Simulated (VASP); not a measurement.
Runs of VASP 6.6.1 on LiCl. The structure is that of space group Fm-3m (No. 225), or close to it. The cells are those of the table. 

```tsv
task	cell	cutoff (eV)	smearing	ions in elastic constants	gap on the mesh (eV)	pressure (GPa)	relaxed volume (Å³/atom)
single point	a = 3.714 Å, angles 60.0°, 2 atoms	520	gaussian 0.02 eV	-	5.95	-	-
single point	a = 3.760 Å, angles 60.0°, 2 atoms	520	gaussian 0.02 eV	-	(a)	-	-
single point	a = 3.642 Å, angles 60.0°, 2 atoms	520	gaussian 0.01 eV	-	6.27	-	-
single point	a = 3.643 Å, angles 60.0°, 2 atoms	520	gaussian 0.02 eV	-	6.27	-	-
single point	a = 3.530 Å, angles 60.0°, 2 atoms	520	gaussian 0.02 eV	-	6.84	-	-
relaxation of cell and atoms	relaxed from a = 3.643 Å, angles 60.0°, 2 atoms	600	gaussian 0.01 eV	-	6.29	0.0	17.02
relaxation of cell and atoms	relaxed from a = 3.644 Å, angles 60.0°, 2 atoms	600	gaussian 0.02 eV	-	6.27	-0.1	(b)
single point	a = 3.606 Å, angles 60.0°, 2 atoms	520	gaussian 0.02 eV	-	6.44	-	-
single point	a = 3.679 Å, angles 60.0°, 2 atoms	520	gaussian 0.02 eV	-	6.10	-	-
single point	a = 3.568 Å, angles 60.0°, 2 atoms	520	gaussian 0.02 eV	-	6.63	-	-
```

Alike in all rows: level PBE; potentials or basis VASP PAW PBE potentials, release 64 (Li_sv, Cl); no spin polarisation; k mesh 8 × 8 × 8.

Problem. Estimate the missing entries.

Solution. (a) 5.77; (b) 17.07.

Caveats: the cutoff is under 1.25 times the usual one of these potentials, so pressure, stress and relaxed cells hold a basis-set (Pulay) error.

A k mesh can miss the band edges.
